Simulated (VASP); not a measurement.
WSe2: single point with PBE+D3(BJ)

The system is WSe2.

```
W Se
1.0
     3.27902    0.00000    0.00000
    -1.63951    2.83971    0.00000
     0.00000    0.00000   12.78293
W Se
2 4
Direct
  0.66667 0.33333 0.75000
  0.33333 0.66667 0.25000
  0.33333 0.66667 0.88176
  0.66667 0.33333 0.38176
  0.33333 0.66667 0.61824
  0.66667 0.33333 0.11824
```

* Program: VASP 6.6.1
* Task: single point
* Functional: PBE
* Dispersion: D3(BJ)
* Potentials or basis: VASP PAW PBE potentials, release 64 (W_sv, Se)
* Cutoff: 520 eV
* k mesh: 12 × 12 × 2
* Occupations: fermi-dirac, width 0.02 eV
* Spin: no spin polarisation

The pressure is 0.3 GPa, the largest force is 0.047 eV/Å and the band gap on the k mesh is 0.89 eV, indirect (least direct gap 1.56 eV). The dispersion energy per atom is -0.476 eV.

Forces in eV/Å, atoms in the order of the input:
```
W    0.000  0.000  0.000
W    0.000  0.000  0.000
Se   0.000  0.000  0.047
Se   0.000  0.000  0.047
Se   0.000  0.000 -0.047
Se   0.000  0.000 -0.047
```

Stress tensor (GPa, compression positive):
```
0.29 0.00 0.00
0.00 0.29 0.00
0.00 0.00 0.44
```

Levels at points of the mesh, in eV from the valence-band top:
```
           k point  band 23  band 24  band 25  band 26  band 27  band 28  band 29  band 30
(0.00, 0.00, 0.00)    -1.46    -1.20    -0.96     0.00     2.63     2.63     2.68     2.68
(0.50, 0.00, 0.00)    -1.49    -1.38    -1.31    -1.06     2.15     2.20     2.27     2.68
(0.00, 0.00, 0.50)    -1.50    -1.50    -0.20    -0.20     2.63     2.63     2.63     2.63
(0.50, 0.00, 0.50)    -1.38    -1.38    -1.22    -1.22     2.17     2.17     2.52     2.52
```

It took 4.4 min on 1 thread of Oxide Virtual Turin-like Processor (shared host), peak memory 0.27 GiB.

Caveat: spin-orbit coupling is left out, which moves the levels of the heavy elements. As with any semilocal functional, this PBE gap is likely too small.
